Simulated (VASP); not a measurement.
A run of VASP 6.6.1 is set up as follows.

The input POSCAR:

```
ZnCu
1.0
    2.9205539200      0.0000000000      0.0000000000
    0.0000000000      2.9205539200      0.0000000000
    0.0000000000      0.0000000000      2.9205539200
Zn Cu
1 1
Direct
    0.5000000000      0.5000000000      0.5000000000
    0.0000000000      0.0000000000      0.0000000000
```

INCAR.step1

```
ALGO = Normal
EDIFF = 1E-4
ENCUT = 520
GGA = PE
ISMEAR = -1
LASPH = T
LCHARG = F
LREAL = F
LWAVE = T
NBANDS = 18
NELM = 80
PREC = Accurate
SIGMA = 0.05
```

File INCAR.step2:

```
ALGO = Normal
EDIFF = 1E-8
ENCUT = 520
ISIF = 2
ISMEAR = -1
ISTART = 1
LASPH = T
LCHARG = F
LEFG = T
LMIXTAU = T
LREAL = F
LWAVE = F
METAGGA = R2SCAN
NBANDS = 18
NELM = 80
PREC = Accurate
SIGMA = 0.05
```

File KPOINTS:

```
k-points
0
Gamma
  4 4 4
```

Potentials or basis: VASP PAW PBE potentials, release 64 (Zn, Cu).

The run is started by

```sh
$ cat potpaw_PBE.64/Zn/POTCAR potpaw_PBE.64/Cu/POTCAR > POTCAR
$ cp INCAR.step1 INCAR
$ mpirun -np 1 vasp_std > vasp.out
$ cp INCAR.step2 INCAR
$ mpirun -np 1 vasp_std > vasp.out
```

(1) Predict the band gap on the k mesh.

(2) Predict the pressure.

## Answers

(1) zero (an odd number of electrons rules out a gap without spin polarisation).

(2) -0.4 GPa.

Caveat: the k points lie up to 0.54 Å⁻¹ apart, too coarse for converged energies and pressures of a metal; the PAW data sets were made with another functional, which shifts forces and pressure a little.
